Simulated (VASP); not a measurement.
MgCd3O4, 8 atoms in the cell. Symmetry: Pm-3m, No. 221, cubic system. Conventional cell: a = 5.003 Å, b = 5.003 Å, c = 5.003 Å, α = 90.00°, β = 90.00°, γ = 90.00°. Mg (site symmetry m-3m) has 6 O at 2.50 Å within 3.3 Å. Cd (site symmetry 4/mmm) has 6 O at 2.50 Å within 3.3 Å. O (site symmetry 4/mmm) has 2 Mg at 2.50 Å and 4 Cd at 2.50 Å within 3.3 Å. O (site symmetry m-3m) has 6 Cd at 2.50 Å within 3.3 Å. 

```yaml
Program: VASP 6.6.1
Task: relaxation of cell and atoms
Functional: PBE
Potentials_or_basis: VASP PAW PBE potentials, release 64 (Mg, Cd, O)
Cutoff: 600 eV
k_mesh: 4 × 4 × 4
Occupations: gaussian, width 0.1 eV
Spin: no spin polarisation
Dipole_correction: no
Further_INCAR_settings: ALGO = Normal; EDIFF = 1e-06; IBRION = 2; EDIFFG = -0.04; NSW = 90; ISIF = 3
```

Potentials or basis: VASP PAW PBE potentials, release 64 (Mg, Cd, O).

Run with:

```sh
$ cat potpaw_PBE.64/Mg/POTCAR potpaw_PBE.64/Cd/POTCAR potpaw_PBE.64/O/POTCAR > POTCAR
$ mpirun -np 1 vasp_std > vasp.out
```

Hardware: 1 thread of Intel(R) Xeon(R) Platinum 8488C (Sapphire Rapids), on a shared host.

Task: How long does it take, and how much memory?

Result: Wall time 94 s on 1 thread of Intel(R) Xeon(R) Platinum 8488C (Sapphire Rapids), on a shared host, peak memory 0.28 GiB. Counts: scf iterations 35, k points 10, ion steps 3.
